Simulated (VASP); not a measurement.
# NbAs (I4_1md) in VASP: further runs, part 2 of 2

VASP 6.6.1. The steps go on from the part before.

**4. Single point, PBE (biaxial strain in the a-b plane: -6.0 %)**

The input, INCAR:

```
SYSTEM = NbAs
PREC = Accurate
ENCUT = 520
EDIFF = 1E-6
ISMEAR = 0
SIGMA = 0.1
LREAL = .FALSE.
LASPH = .TRUE.
NELM = 80
ALGO = Normal
ISIF = 2
LWAVE = .FALSE.
LCHARG = .FALSE.
GGA = PE
NBANDS = 46
```

The input, KPOINTS:

```
Automatic mesh
0
G
  10 10 4
  0 0 0
```

The input, POSCAR:

```
NbAs
1.0
    3.2650731282      0.0000000000      0.0000000000
    0.0000000000      3.2650731282      0.0000000000
    0.0000000000      0.0000000000     12.1721342546
Nb As
4 4
Direct
    0.5000000000      0.5000000000      1.0012278562
    0.5000000000      0.0000000000      0.2512278562
    0.0000000000      0.0000000000      0.5012278562
    0.0000000000      0.5000000000      0.7512278562
    0.0000000000      0.0000000000      0.9147721438
    0.0000000000      0.5000000000      0.1647721438
    0.5000000000      0.5000000000      0.4147721438
    0.5000000000      0.0000000000      0.6647721438
```

The run is started by

```bash
> cat potpaw_PBE.64/Nb_sv/POTCAR potpaw_PBE.64/As/POTCAR > POTCAR
> mpirun -np 1 vasp_std > vasp.out
```

Wall time 4.3 min (1 thread of AMD EPYC 9R45 (Zen 5), shared host); peak memory 0.38 GiB.

It converged, with:

| Quantity | Value |
| --- | --- |
| Free energy | -63.9178 eV |
| Pressure | 20.1 GPa |
| Largest force | 0.183 eV/Å |
| Band gap on the k mesh | zero (bands 36 and 37 overlap by 0.36 eV) |

Forces on the atoms (eV/Å):
```
Nb   0.000  0.000  0.183
Nb   0.000  0.000  0.183
Nb   0.000  0.000  0.183
Nb   0.000  0.000  0.183
As   0.000  0.000 -0.183
As   0.000  0.000 -0.183
As   0.000  0.000 -0.183
As   0.000  0.000 -0.183
```

Stress tensor (GPa, compression positive):
```
25.93  0.00  0.00
 0.00 25.93  0.00
 0.00  0.00  8.59
```

Levels at points of the mesh, in eV from the Fermi level:
```
           k point  band 32  band 33  band 34  band 35  band 36  band 37  band 38  band 39  band 40  band 41
(0.00, 0.00, 0.00)    -2.01    -1.27    -1.27    -0.04    -0.04     1.25     1.45     1.45     1.65     2.04
(0.50, 0.00, 0.00)    -2.04    -1.89    -1.89    -0.54    -0.54     0.18     0.18     1.38     1.38     1.95
(0.50, 0.50, 0.00)    -3.24    -0.49    -0.49    -0.49    -0.49     2.81     2.81     2.81     2.81     3.18
(0.00, 0.00, 0.50)    -2.37    -0.64    -0.64    -0.64    -0.64     1.31     1.31     1.59     1.59     2.70
(0.50, 0.00, 0.50)    -2.06    -1.87    -1.87    -0.59    -0.59     0.25     0.25     1.28     1.28     1.92
(0.50, 0.50, 0.50)    -3.32    -0.42    -0.42    -0.42    -0.42     2.65     2.65     2.65     2.65     3.19
```

Caveat: the cell differs from its parent crystal (biaxial strain in the a-b plane: -6.0 %); the cell stands under pressure.

**5. Single point, PBE (biaxial strain in the a-b plane: -4.0 %)**

The input, INCAR:

```
PREC = Accurate
ENCUT = 520
EDIFF = 1E-6
ISMEAR = 0
SIGMA = 0.1
LREAL = F
LASPH = T
NELM = 100
ALGO = Normal
ISIF = 2
LWAVE = F
LCHARG = F
GGA = PE
NBANDS = 46
```

The input, KPOINTS:

```
regular mesh
0
Gamma
  10 10 4
```

The input, POSCAR:

```
NbAs
1.0
    3.3345427693      0.0000000000      0.0000000000
    0.0000000000      3.3345427693      0.0000000000
    0.0000000000      0.0000000000     12.0311442825
Nb As
4 4
Direct
    0.5000000000      0.5000000000      0.9999850936
    0.5000000000      0.0000000000      0.2499850936
    0.0000000000      0.0000000000      0.4999850936
    0.0000000000      0.5000000000      0.7499850936
    0.0000000000      0.0000000000      0.9160149064
    0.0000000000      0.5000000000      0.1660149064
    0.5000000000      0.5000000000      0.4160149064
    0.5000000000      0.0000000000      0.6660149064
```

The run is started by

```bash
> cat potpaw_PBE.64/Nb_sv/POTCAR potpaw_PBE.64/As/POTCAR > POTCAR
> mpirun -np 1 vasp_std > vasp.out
```

It took 5.1 min on 1 thread of AMD EPYC 9R45 (Zen 5), shared host; peak memory 0.41 GiB.

It converged, with:

```
Free energy            : -64.5624 eV
Pressure               : 12.4 GPa
Largest force          : 0.216 eV/Å
Band gap on the k mesh : zero (bands 36 and 37 overlap by 0.21 eV)
```

Forces on the atoms (eV/Å):
```
Nb   0.000  0.000  0.216
Nb   0.000  0.000  0.216
Nb   0.000  0.000  0.216
Nb   0.000  0.000  0.216
As   0.000  0.000 -0.216
As   0.000  0.000 -0.216
As   0.000  0.000 -0.216
As   0.000  0.000 -0.216
```

Stress tensor (GPa, compression positive):
```
16.35  0.00  0.00
 0.00 16.35  0.00
 0.00  0.00  4.48
```

Levels at points of the mesh, in eV from the Fermi level:
```csv
k point,band 32,band 33,band 34,band 35,band 36,band 37,band 38,band 39,band 40,band 41
"(0.00, 0.00, 0.00)",-2.05,-1.31,-1.31,-0.22,-0.22,1.03,1.24,1.24,1.47,1.98
"(0.50, 0.00, 0.00)",-2.08,-1.69,-1.69,-0.35,-0.35,0.10,0.10,1.35,1.35,2.07
"(0.50, 0.50, 0.00)",-3.09,-0.52,-0.52,-0.52,-0.52,2.73,2.73,2.73,2.73,2.90
"(0.00, 0.00, 0.50)",-2.37,-0.74,-0.74,-0.74,-0.74,1.09,1.09,1.40,1.40,2.61
"(0.50, 0.00, 0.50)",-2.04,-1.69,-1.69,-0.41,-0.41,0.18,0.18,1.24,1.24,2.03
"(0.50, 0.50, 0.50)",-3.14,-0.48,-0.48,-0.48,-0.48,2.64,2.64,2.64,2.64,2.90
```

Caveat: the cell differs from its parent crystal (biaxial strain in the a-b plane: -4.0 %); the cell stands under pressure.

**6. Single point, PBE (biaxial strain in the a-b plane: -6.0 %, then relaxed in part)**

The input, INCAR:

```
ALGO = Normal
EDIFF = 1E-6
ENCUT = 520
GGA = PE
ISIF = 2
ISMEAR = 0
LASPH = True
LCHARG = False
LREAL = False
LWAVE = False
NBANDS = 46
NELM = 80
PREC = Accurate
SIGMA = 0.1
```

The input, KPOINTS:

```
k-points
0
Gamma
  10 10 4
```

The input, POSCAR:

```
NbAs
1.0
    3.2650731282      0.0000000000      0.0000000000
    0.0000000000      3.2650731282      0.0000000000
    0.0000000000      0.0000000000     12.6148160730
Nb As
4 4
Direct
    0.5000000000      0.5000000000      1.0025944181
    0.5000000000      0.0000000000      0.2525944181
    0.0000000000      0.0000000000      0.5025944181
    0.0000000000      0.5000000000      0.7525944181
    0.0000000000      0.0000000000      0.9134055819
    0.0000000000      0.5000000000      0.1634055819
    0.5000000000      0.5000000000      0.4134055819
    0.5000000000      0.0000000000      0.6634055819
```

Potentials or basis: VASP PAW PBE potentials, release 64 (Nb_sv, As).

The run is started by

```bash
> cat potpaw_PBE.64/Nb_sv/POTCAR potpaw_PBE.64/As/POTCAR > POTCAR
> mpirun -np 1 vasp_std > vasp.out
```

OUTCAR:

```text
EDIFF = 1E-6
   ENCUT = 520
   GGA = PE
   ISIF = 2
   ISMEAR = 0
   LASPH = True
   LREAL = False
   NELM = 80
   PREC = Accurate

 ion  position               nearest neighbor table
   1  0.500  0.500  0.003-   5 2.57   5 2.57   5 2.57   5 2.57   6 2.60   6 2.60
   2  0.500  0.000  0.253-   6 2.57   6 2.57   6 2.57   6 2.57   7 2.60   7 2.60
   3  0.000  0.000  0.503-   7 2.57   7 2.57   7 2.57   7 2.57   8 2.60   8 2.60
   4  0.000  0.500  0.753-   8 2.57   8 2.57   8 2.57   8 2.57   5 2.60   5 2.60
   5  0.000  0.000  0.913-   1 2.57   1 2.57   1 2.57   1 2.57   4 2.60   4 2.60
   6  0.000  0.500  0.163-   2 2.57   2 2.57   2 2.57   2 2.57   1 2.60   1 2.60
   7  0.500  0.500  0.413-   3 2.57   3 2.57   3 2.57   3 2.57   2 2.60   2 2.60
   8  0.500  0.000  0.663-   4 2.57   4 2.57   4 2.57   4 2.57   3 2.60   3 2.60

  LATTYP: Found a simple tetragonal cell.
 ALAT       =     3.2650731282
 C/A-ratio  =     3.8635631049

  Lattice vectors:

 A1 = (   3.2650731282,   0.0000000000,   0.0000000000)
 A2 = (   0.0000000000,   3.2650731282,   0.0000000000)
[... 203 lines left out ...]

 E-fermi :  10.0899     XC(G=0): -11.9984

 val. band max:       10.0846540247   @ k =   0.2000   0.2000   0.0000
 cond. band min:      10.1034924005   @ k =   0.1000   0.0000   0.0000
 fundamental gap:      0.0188383759
 Fermi energy:        10.0898575882

 k-point     1 :       0.0000    0.0000    0.0000
  band No.  band energies     occupation
      1     -44.9564      2.00000
      2     -44.9479      2.00000
      3     -44.9479      2.00000
      4     -44.9395      2.00000
      5     -21.2508      2.00000
      6     -21.1320      2.00000
[... 1165 lines left out ...]
     45      13.2574      0.00000
     46      13.3017      0.00000

 [... further k-points ...]
[... 5 lines left out ...]
  --------------------------------------------------------------------------------------
  -------------------------------------------------------------------------------------
  Total       15.9177570     15.9177570      0.0382691      0.0000000      0.0000000      0.0000000
  in kB      189.6381479    189.6381479      0.4559237      0.0000000      0.0000000      0.0000000
  external PRESSURE =     126.5774065 kB  Pullay stress =       0.0000000 kB

 VOLUME and BASIS-vectors are now :
 -----------------------------------------------------------------------------
  energy-cutoff  :      520.00
  volume of cell :      134.48
      direct lattice vectors                 reciprocal lattice vectors
     3.265073128  0.000000000  0.000000000     0.306271854  0.000000000  0.000000000
     0.000000000  3.265073128  0.000000000     0.000000000  0.306271854  0.000000000
     0.000000000  0.000000000 12.614816073     0.000000000  0.000000000  0.079271865

 POSITION                                       TOTAL-FORCE (eV/Angst)
 -----------------------------------------------------------------------------------
      1.63254      1.63254      0.03273        -0.000000      0.000000      0.003012
      1.63254      0.00000      3.18643         0.000000     -0.000000      0.003012
      0.00000      0.00000      6.34014        -0.000000     -0.000000      0.003012
      0.00000      1.63254      9.49384        -0.000000     -0.000000      0.003012
      0.00000      0.00000     11.52244        -0.000000     -0.000000     -0.003012
      0.00000      1.63254      2.06133        -0.000000     -0.000000     -0.003012
      1.63254      1.63254      5.21504        -0.000000     -0.000000     -0.003012
      1.63254      0.00000      8.36874        -0.000000     -0.000000     -0.003012
 -----------------------------------------------------------------------------------
    total drift:                                0.000000     -0.000000      0.000174

  FREE ENERGIE OF THE ION-ELECTRON SYSTEM (eV)
  ---------------------------------------------------
  free  energy   TOTEN  =       -64.0565028312 eV

  energy  without entropy=      -64.0497425759  energy(sigma->0) =      -64.05312270
```

OSZICAR:

```text
N       E                     dE             d eps       ncg     rms          rms(c)
DAV:   1     0.798098031013E+03    0.79810E+03   -0.37404E+04  5796   0.155E+03
DAV:   2     0.274181822363E+01   -0.79536E+03   -0.77782E+03  7230   0.598E+02
DAV:   3    -0.620435890655E+02   -0.64785E+02   -0.63677E+02  9136   0.130E+02
DAV:   4    -0.675166679431E+02   -0.54731E+01   -0.54445E+01  9944   0.318E+01
DAV:   5    -0.677008717065E+02   -0.18420E+00   -0.18384E+00  9442   0.660E+00    0.165E+01
DAV:   6    -0.640298933610E+02    0.36710E+01   -0.16771E+01  8488   0.198E+01    0.492E+00
DAV:   7    -0.640592512241E+02   -0.29358E-01   -0.11547E+00  9280   0.419E+00    0.287E+00
DAV:   8    -0.640548090829E+02    0.44421E-02   -0.10673E-01  8226   0.163E+00    0.728E-01
DAV:   9    -0.640559795033E+02   -0.11704E-02   -0.14596E-02  9904   0.778E-01    0.379E-01
DAV:  10    -0.640565150031E+02   -0.53550E-03   -0.35175E-03  7470   0.400E-01    0.447E-02
DAV:  11    -0.640565086861E+02    0.63171E-05   -0.29638E-04  8872   0.119E-01    0.259E-02
DAV:  12    -0.640565048944E+02    0.37916E-05   -0.24727E-05  9728   0.255E-02    0.139E-02
DAV:  13    -0.640565034634E+02    0.14311E-05   -0.17569E-06  5384   0.105E-02    0.528E-03
DAV:  14    -0.640565028312E+02    0.63217E-06   -0.56954E-07  4544   0.556E-03
   1 F= -.64056503E+02 E0= -.64053123E+02  d E =-.676026E-02
```

stdout:

```text
POSCAR found type information on POSCAR NbAs
 POSCAR found :  2 types and       8 ions
 scaLAPACK will be used
 LDA part: xc-table for (Slater+PW92), standard interpolation
 POSCAR, INCAR and KPOINTS ok, starting setup
 FFT: planning ... GRIDC
 FFT: planning ... GRID_SOFT
 FFT: planning ... GRID
 WAVECAR not read
 entering main loop
```

It took 4.4 min on 1 thread of AMD EPYC 9R45 (Zen 5), shared host; peak memory 0.38 GiB.

Results:

```yaml
Free_energy: -64.0565 eV
Pressure: 12.7 GPa
Largest_force: 0.003 eV/Å
Band_gap_on_the_k_mesh: zero (bands 36 and 37 overlap by 0.39 eV)
```

Forces in eV/Å, atoms in the order of the input:
```
Nb   0.000  0.000  0.003
Nb   0.000  0.000  0.003
Nb   0.000  0.000  0.003
Nb   0.000  0.000  0.003
As   0.000  0.000 -0.003
As   0.000  0.000 -0.003
As   0.000  0.000 -0.003
As   0.000  0.000 -0.003
```

Caveat: the cell differs from its parent crystal (biaxial strain in the a-b plane: -6.0 %, then relaxed in part); the cell stands under pressure.

**7. Overview**

```csv
cell,gap on the mesh (eV),pressure (GPa),largest force (eV/Å)
"a = 3.612, b = 3.612, c = 11.343 Å, 8 atoms, atomic positions A",none,-7.3,-
"a = 3.612, b = 3.612, c = 11.467 Å, 8 atoms, atomic positions B",none,-8.5,0.07
"a = 3.265, b = 3.265, c = 12.172 Å, 8 atoms, atomic positions C",none,20.1,0.18
"a = 3.335, b = 3.335, c = 12.031 Å, 8 atoms, atomic positions D",none,12.4,0.22
"a = 3.265, b = 3.265, c = 12.615 Å, 8 atoms, atomic positions E",none,12.7,-
```

Alike in all rows: task single point; level PBE; potentials or basis VASP PAW PBE potentials, release 64 (Nb_sv, As); no spin polarisation; k mesh 10 × 10 × 4; cutoff (eV) 520; smearing gaussian 0.1 eV.

Caveats: the cell stands under pressure (at least some runs); the cell stands under tension (at least some runs).

Total energies depend on the potentials used, so only differences within one code and one set of settings carry meaning.
